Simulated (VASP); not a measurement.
Wanted: the native input for a VASP 6.6.1 run.

| Item | Value |
| --- | --- |
| Task | single point |
| Functional | LDA |
| Potentials or basis | VASP PAW LDA potentials, release 64 (H) |
| Cutoff | 520 eV |
| k mesh | 8 × 8 × 4 |
| Occupations | gaussian, width 0.05 eV |
| Spin | no spin polarisation |
| Dipole correction | no |
| Further INCAR settings | ALGO = Normal; EDIFF = 1e-07; NBANDS = 10 |

The structure of H lies in POSCAR:

```
H
1.0
    1.6073185635     -2.6633960242      0.0000000000
    1.6073185635      2.6633960242      0.0000000000
    0.0000000000      0.0000000000      6.1559244045
H
4
Direct
    0.5678085000      0.4321915000      0.9995149500
    0.4321915000      0.5678085000      0.0004850500
    0.4321915000      0.5678085000      0.4995149500
    0.5678085000      0.4321915000      0.5004850500
```

This cell differs from its parent crystal: strain -0.025 along x and y, -0.025 along z.

These files were run (other wordings do the same):

INCAR

```
SYSTEM = H
  PREC = Accurate
  ENCUT = 520
  EDIFF = 1E-7
  ISMEAR = 0
  SIGMA = 0.05
  LREAL = .FALSE.
  LASPH = .TRUE.
  NELM = 60
  ALGO = Normal
  ISIF = 2
  LWAVE = .FALSE.
  LCHARG = .TRUE.
  GGA = CA
  LELF = .TRUE.
  LVHAR = .TRUE.
  NBANDS = 10
```

KPOINTS

```
regular mesh
0
G
  8 8 4
  0 0 0
```

Potentials or basis: VASP PAW LDA potentials, release 64 (H).

Launch:

```bash
$ cat potpaw_LDA.64/H/POTCAR > POTCAR
$ mpirun -np 1 vasp_std > vasp.out
```

Results of the run:

```json
{"Pressure": "1.9 GPa", "Largest force": "1.724 eV/Å", "Band gap on the k mesh": "7.84 eV"}
```

Caveat: the cell differs from its parent crystal (strain -0.025 along x and y, -0.025 along z); forces of over 1 eV/Å act on the atoms, so gaps and moduli don't describe the material at rest.

It took 11 s on 1 thread of Intel(R) Xeon(R) 6975P-C (Granite Rapids), with other jobs on the host, peak memory 0.14 GiB.
